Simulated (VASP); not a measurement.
Set up this calculation in VASP 6.6.1, as the native input.

```
Task                   : single point
Functional             : LDA
Potentials or basis    : VASP PAW LDA potentials, release 64 (Ag)
Cutoff                 : 520 eV
k mesh                 : 13 × 13 × 13
Occupations            : fermi-dirac, width 0.01 eV
Spin                   : no spin polarisation
Dipole correction      : no
Further INCAR settings : ALGO = Normal; EDIFF = 1e-06; NBANDS = 12
```

The structure of Ag lies in POSCAR:

```
Ag
1.0
    0.0000000000      1.9996579419      1.9996579419
    1.9996579419      0.0000000000      1.9996579419
    1.9996579419      1.9996579419      0.0000000000
Ag
1
Direct
    0.0000000000      0.0000000000      0.0000000000
```

One way to write it, as run:

INCAR

```
SYSTEM = Ag
PREC = Accurate
ENCUT = 520
EDIFF = 1E-6
ISMEAR = -1
SIGMA = 0.01
LREAL = .FALSE.
LASPH = .TRUE.
NELM = 80
ALGO = Normal
ISIF = 2
LWAVE = .FALSE.
LCHARG = .FALSE.
GGA = CA
NBANDS = 12
```

KPOINTS

```
regular mesh
0
G
  13 13 13
  0 0 0
```

Potentials or basis: VASP PAW LDA potentials, release 64 (Ag).

Command:

```console
$ cat potpaw_LDA.64/Ag/POTCAR > POTCAR
$ mpirun -np 1 vasp_std > vasp.out
```

Results of the run:

```yaml
Pressure: 0.1 GPa
```

It took 7.6 s on 1 thread of Intel(R) Xeon(R) Platinum 8488C (Sapphire Rapids), on a shared host, peak memory 0.13 GiB.
